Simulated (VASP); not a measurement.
# CS2 (Cmce) in VASP: further runs, part 2 of 2

VASP 6.6.1.

## 5. Single point, PBE+D3(BJ)

Input file INCAR:

```
SYSTEM = CS2
PREC = Accurate
ENCUT = 910
EDIFF = 1E-6
ISMEAR = -1
SIGMA = 0.05
LREAL = .FALSE.
LASPH = .TRUE.
NELM = 120
ALGO = Normal
ISIF = 2
LWAVE = .FALSE.
LCHARG = .FALSE.
GGA = PE
IVDW = 12
NBANDS = 25
GGA_COMPAT = .FALSE.
```

Input file KPOINTS:

```
regular mesh
0
G
  6 6 3
  0 0 0
```

Input file POSCAR:

```
CS2
1.0
    3.6457880000     -2.9943140000      0.0000000000
    3.6457880000      2.9943140000      0.0000000000
    0.0000000000      0.0000000000      9.8512570000
S C
4 2
Direct
    0.1815210000      0.8184790000      0.8868670000
    0.3184790000      0.6815210000      0.3868670000
    0.6815210000      0.3184790000      0.6131330000
    0.8184790000      0.1815210000      0.1131330000
    0.5000000000      0.5000000000      0.5000000000
    0.0000000000      0.0000000000      0.0000000000
```

Potentials or basis: VASP PAW PBE potentials, release 64 (S, C_h).

Started as:

```console
> cat potpaw_PBE.64/S/POTCAR potpaw_PBE.64/C_h/POTCAR > POTCAR
> mpirun -np 1 vasp_std > vasp.out
```

OUTCAR:

```text
SYSTEM = CS2
   PREC = Accurate
   ENCUT = 910
   EDIFF = 1E-6
   ISMEAR = -1
   LREAL = .FALSE.
   LASPH = .TRUE.
   NELM = 120
   ISIF = 2
   GGA = PE
   IVDW = 12
 IVDW          = 12

 ion  position               nearest neighbor table
   1  0.182  0.818  0.887-   6 1.56
   2  0.318  0.682  0.387-   5 1.56
   3  0.682  0.318  0.613-   5 1.56
   4  0.818  0.182  0.113-   6 1.56
[... 886 lines left out ...]
  Direction    XX          YY          ZZ          XY          YZ          ZX
  --------------------------------------------------------------------------------------
  -------------------------------------------------------------------------------------
  Total      -0.89219    -0.84610    -0.84069     0.00000    -0.00000     0.00000
  in kB      -6.64597    -6.30260    -6.26236     0.00000    -0.00000     0.00000
  external pressure =       -6.40 kB  Pullay stress =        0.00 kB

 VOLUME and BASIS-vectors are now :
 -----------------------------------------------------------------------------
  energy-cutoff  :      910.00
  volume of cell :      215.09
      direct lattice vectors                 reciprocal lattice vectors
     3.645788000 -2.994314000  0.000000000     0.137144562 -0.166983155  0.000000000
     3.645788000  2.994314000  0.000000000     0.137144562  0.166983155  0.000000000
     0.000000000  0.000000000  9.851257000     0.000000000  0.000000000  0.101509889

 POSITION                                       TOTAL-FORCE (eV/Angst)
 -----------------------------------------------------------------------------------
      3.64579      1.90725      8.73675         0.000000     -0.001693      0.002053
      3.64579      1.08706      3.81113         0.000000      0.001693      0.002053
      3.64579     -1.08706      6.04013         0.000000     -0.001693     -0.002053
      3.64579     -1.90725      1.11450         0.000000      0.001693     -0.002053
      3.64579      0.00000      4.92563         0.000000      0.000000      0.000000
      0.00000      0.00000      0.00000         0.000000      0.000000      0.000000
 -----------------------------------------------------------------------------------
    total drift:                               -0.000000     -0.000000     -0.000000

  FREE ENERGIE OF THE ION-ELECTRON SYSTEM (eV)
  ---------------------------------------------------
  free  energy   TOTEN  =       -34.0375758984 eV

  energy  without entropy=      -34.0375758983  energy(sigma->0) =      -34.03757590
```

OSZICAR:

```text
N       E                     dE             d eps       ncg     rms          rms(c)
DAV:   1     0.238985915457E+03    0.23899E+03   -0.16482E+04  1300   0.159E+03
DAV:   2    -0.324370070131E+01   -0.24223E+03   -0.23052E+03  1837   0.215E+02
DAV:   3    -0.345946716404E+02   -0.31351E+02   -0.30870E+02  1642   0.876E+01
DAV:   4    -0.356729682614E+02   -0.10783E+01   -0.10749E+01  1732   0.183E+01
DAV:   5    -0.357040286371E+02   -0.31060E-01   -0.31043E-01  1695   0.291E+00    0.295E+01
DAV:   6    -0.335930888763E+02    0.21109E+01   -0.46008E+00  1769   0.132E+01    0.132E+01
DAV:   7    -0.334209861867E+02    0.17210E+00   -0.12715E+00  1670   0.661E+00    0.710E+00
DAV:   8    -0.334192117766E+02    0.17744E-02   -0.17916E-01  1631   0.216E+00    0.106E+00
DAV:   9    -0.334089931343E+02    0.10219E-01   -0.32313E-02  1623   0.937E-01    0.839E-01
DAV:  10    -0.334074637883E+02    0.15293E-02   -0.43681E-03  1620   0.389E-01    0.385E-01
DAV:  11    -0.334071432907E+02    0.32050E-03   -0.11935E-03  1672   0.181E-01    0.257E-01
DAV:  12    -0.334071425804E+02    0.71028E-06   -0.18366E-04  1518   0.970E-02    0.524E-02
DAV:  13    -0.334071482682E+02   -0.56878E-05   -0.30409E-05  1696   0.358E-02    0.267E-02
DAV:  14    -0.334071481147E+02    0.15342E-06   -0.14587E-06  1224   0.875E-03
   1 F= -.34037576E+02 E0= -.34037576E+02  d E =-.823833E-10
```

Run time: 5 min. Hardware: 1 thread of AMD EPYC 7R43 (Zen 3), shared host; peak memory 0.6 GiB.

Results:

- Free energy: -34.0376 eV
- Pressure: -0.6 GPa
- Band gap on the k mesh: 3.43 eV
- Dispersion energy per atom: -0.105 eV

Forces in eV/Å, atoms in the order of the input:
```
S    0.000 -0.002  0.002
S    0.000  0.002  0.002
S    0.000 -0.002 -0.002
S    0.000  0.002 -0.002
C    0.000  0.000  0.000
C    0.000  0.000  0.000
```

Caveat: three body term missing.

## 6. Single point, PBE

This run uses another cell than the first one, of 36.87 Å³/atom.

Changes to INCAR since step 5:

```diff
@@ -2,3 +2,3 @@
 PREC = Accurate
-ENCUT = 910
+ENCUT = 1300
 EDIFF = 1E-6
@@ -14,3 +14,2 @@
 GGA = PE
-IVDW = 12
 NBANDS = 25
```

Input file KPOINTS:

```
Automatic mesh
0
G
  6 6 3
  0 0 0
```

Input file POSCAR:

```
CS2
1.0
    3.6699099767     -3.0251013855      0.0000000000
    3.6699099767      3.0251013855      0.0000000000
    0.0000000000      0.0000000000      9.9639017986
S C
4 2
Direct
    0.1764987889      0.8235012111      0.8856040259
    0.3235012111      0.6764987889      0.3856040259
    0.6764987889      0.3235012111      0.6143959741
    0.8235012111      0.1764987889      0.1143959741
    0.5000000000      0.5000000000      0.5000000000
    0.0000000000      0.0000000000      0.0000000000
```

Potentials or basis: VASP PAW PBE potentials, release 64 (S, C_h).

Started as:

```console
> cat potpaw_PBE.64/S/POTCAR potpaw_PBE.64/C_h/POTCAR > POTCAR
> mpirun -np 1 vasp_std > vasp.out
```

OUTCAR:

```text
SYSTEM = CS2
   PREC = Accurate
   ENCUT = 1300
   EDIFF = 1E-6
   ISMEAR = -1
   LREAL = .FALSE.
   LASPH = .TRUE.
   NELM = 120
   ISIF = 2
   GGA = PE

 ion  position               nearest neighbor table
   1  0.176  0.824  0.886-   6 1.56
   2  0.324  0.676  0.386-   5 1.56
   3  0.676  0.324  0.614-   5 1.56
   4  0.824  0.176  0.114-   6 1.56
   5  0.500  0.500  0.500-   2 1.56   3 1.56
   6  0.000  0.000  0.000-   1 1.56   4 1.56

  LATTYP: Found a base centered orthorhombic cell.
 ALAT       =     6.0502027710
 B/A-ratio  =     1.2131527209
 C/A-ratio  =     1.6468707208

  Lattice vectors:

 A1 = (  -3.6699099767,  -3.0251013855,   0.0000000000)
 A2 = (   3.6699099767,  -3.0251013855,   0.0000000000)
 A3 = (   0.0000000000,   0.0000000000,   9.9639017986)

Analysis of symmetry for initial positions (statically):
=====================================================================
 Subroutine PRICEL returns:
 Original cell was already a primitive cell.

 Routine SETGRP: Setting up the symmetry group for a
[... 179 lines left out ...]
 val. band max:       -2.2486461820   @ k =   0.5000   0.5000   0.0000
 cond. band min:       1.1779958707   @ k =   0.5000   0.5000   0.0000
 fundamental gap:      3.4266420527
 Fermi energy:        -1.1476557676

 k-point     1 :       0.0000    0.0000    0.0000
  band No.  band energies     occupation
      1     -17.0443      2.00000
      2     -17.0085      2.00000
      3     -14.8850      2.00000
      4     -14.8202      2.00000
      5      -8.5310      2.00000
      6      -8.2961      2.00000
[... 661 lines left out ...]
     24       5.6871      0.00000
     25       6.0389      0.00000

 [... further k-points ...]

------------------------ aborting loop because EDIFF is reached ----------------------------------------

  FORCE on cell =-STRESS in cart. coord.  units (eV):
  Direction    XX          YY          ZZ          XY          YZ          ZX
  --------------------------------------------------------------------------------------
  -------------------------------------------------------------------------------------
  Total       -0.0012872     -0.7967020     -0.9034831      0.0000000      0.0000000      0.0000000
  in kB       -0.0093219     -5.7696799     -6.5429839      0.0000000      0.0000000      0.0000000
  external PRESSURE =      -4.1073286 kB  Pullay stress =       0.0000000 kB

 VOLUME and BASIS-vectors are now :
 -----------------------------------------------------------------------------
  energy-cutoff  :     1300.00
  volume of cell :      221.24
      direct lattice vectors                 reciprocal lattice vectors
     3.669909977 -3.025101386  0.000000000     0.136243124 -0.165283717  0.000000000
     3.669909977  3.025101386  0.000000000     0.136243124  0.165283717  0.000000000
     0.000000000  0.000000000  9.963901799     0.000000000  0.000000000  0.100362290

 POSITION                                       TOTAL-FORCE (eV/Angst)
 -----------------------------------------------------------------------------------
      3.66991      1.95725      8.82407         0.000000      0.187310      0.198898
      3.66991      1.06785      3.84212         0.000000     -0.187310      0.198898
      3.66991     -1.06785      6.12178         0.000000      0.187310     -0.198898
      3.66991     -1.95725      1.13983         0.000000     -0.187310     -0.198898
      3.66991      0.00000      4.98195         0.000000      0.000000      0.000000
      0.00000      0.00000      0.00000         0.000000      0.000000      0.000000
 -----------------------------------------------------------------------------------
    total drift:                               -0.000000      0.000000      0.000000

  FREE ENERGIE OF THE ION-ELECTRON SYSTEM (eV)
  ---------------------------------------------------
  free  energy   TOTEN  =       -33.4065458895 eV

  energy  without entropy=      -33.4065458895  energy(sigma->0) =      -33.40654589
```

stdout:

```text
POSCAR found type information on POSCAR S C
 POSCAR found :  2 types and       6 ions
 scaLAPACK will be used
 LDA part: xc-table for (Slater+PW92), standard interpolation
 POSCAR, INCAR and KPOINTS ok, starting setup
 FFT: planning ... GRIDC
 FFT: planning ... GRID_SOFT
 FFT: planning ... GRID
 WAVECAR not read
 entering main loop
```

Run time: 7 min. Hardware: 1 thread of Intel Xeon Platinum 8488C (Sapphire Rapids), shared host; peak memory 0.98 GiB.

Results:

```
Free energy            : -33.4065 eV
Pressure               : -0.4 GPa
Largest force          : 0.273 eV/Å
Band gap on the k mesh : 3.43 eV
```

Forces on the atoms (eV/Å):
```
S    0.000  0.187  0.199
S    0.000 -0.187  0.199
S    0.000  0.187 -0.199
S    0.000 -0.187 -0.199
C    0.000  0.000  0.000
C    0.000  0.000  0.000
```

Caveat: this functional lacks dispersion, which holds the molecules together, so the pressure and a relaxed volume are unreliable.

## 7. The runs side by side

| task | level | potentials or basis | cell | cutoff (eV) | gap on the mesh (eV) | pressure (GPa) | largest force (eV/Å) |
| --- | --- | --- | --- | --- | --- | --- | --- |
| single point | LDA | VASP PAW LDA potentials, release 64 (S, C) | a = 4.718, b = 4.718, c = 9.851 Å, angles 90.0, 90.0, 78.8°, 6 atoms, atomic positions A | 520 | 3.34 | -1.6 | 0.50 |
| single point | PBE | VASP PAW PBE potentials, release 64 (S, C) | a = 4.756, b = 4.756, c = 9.964 Å, angles 90.0, 90.0, 79.0°, 6 atoms, atomic positions B | 520 | 3.43 | -0.4 | 0.25 |
| relaxation of cell and atoms | LDA | VASP PAW LDA potentials, release 64 (S, C) | relaxed from a = 4.718, b = 4.718, c = 9.851 Å, angles 90.0, 90.0, 78.8°, 6 atoms, atomic positions A | 600 | 2.33 | 0.0 | - |
| single point | PBE+D3(BJ) | VASP PAW PBE potentials, release 64 (S, C_h) | a = 4.718, b = 4.718, c = 9.851 Å, angles 90.0, 90.0, 78.8°, 6 atoms, atomic positions A | 910 | 3.43 | -0.6 | - |
| single point | PBE | VASP PAW PBE potentials, release 64 (S, C_h) | a = 4.756, b = 4.756, c = 9.964 Å, angles 90.0, 90.0, 79.0°, 6 atoms, atomic positions B | 1300 | 3.43 | -0.4 | 0.27 |

Alike in all rows: no spin polarisation; k mesh 6 × 6 × 3; smearing fermi-dirac 0.05 eV.

Caveats: this functional lacks dispersion, which holds the molecules together, so the pressure and a relaxed volume are unreliable (at least some runs); the volume moved by over 15 % at a fixed basis, so the end points are rough (at least some runs); three body term missing (at least some runs).

Total energies depend on the potentials used, so only differences within one code and one set of settings carry meaning.
